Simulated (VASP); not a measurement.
Crystal: Ta3N.

```
CELL_PARAMETERS angstrom
3.03222 0.00000 0.00000
-1.51611 2.62598 0.00000
0.00000 0.00000 7.52414
ATOMIC_POSITIONS crystal
Ta 0.66667 0.33333 0.82607
Ta 0.33333 0.66667 0.17393
Ta 0.00000 0.00000 0.50000
N 0.00000 0.00000 0.00000
```

```yaml
Program: VASP 6.6.1
Task: relaxation of cell and atoms
Functional: PBEsol
Potentials_or_basis: VASP PAW PBE potentials, release 64 (Ta_pv, N)
Cutoff: 600 eV
k_mesh: 10 × 10 × 4
Occupations: fermi-dirac, width 0.05 eV
Spin: no spin polarisation
Hubbard_terms: Ta d U = 1.0 eV
```

At the start: pressure -4.9 GPa; volume 14.98 Å³/atom.

Problem. Where does the relaxation end?

Solution. Over 9 steps the energy falls by 4.7 meV/atom and the volume is 14.70 Å³/atom (-1.9 %); space group P-3m1 (No. 164, to 0.1 Å) before and after.

The path:
```csv
step,energy change (eV),largest force (eV/Å),pressure (GPa),volume (Å³)
1,0.0000,0.2449,-4.89,59.91
2,0.1024,0.5138,14.24,56.03
3,-0.0186,0.0599,-0.03,58.79
4,-0.0186,0.0555,0.06,58.77
5,-0.0186,0.0514,0.16,58.75
6,-0.0188,0.0028,0.13,58.78
7,-0.0188,0.0061,0.13,58.78
8,-0.0188,0.0089,-0.22,58.87
9,-0.0188,0.0027,-0.01,58.80
```

Final structure:
```xyz
4
Lattice="3.0107 0.0000 0.0000 -1.5054 2.6074 0.0000 0.0000 0.0000 7.4905" Properties=species:S:1:pos:R:3 pbc="T T T"
Ta    1.5054    0.8691    6.1934
Ta    0.0000    1.7382    1.2971
Ta    0.0000    0.0000    3.7453
N     0.0000    0.0000    0.0000
```

Caveat: the PAW data sets were made with another functional, which shifts forces and pressure a little; U without spin polarisation on a metal has little footing.
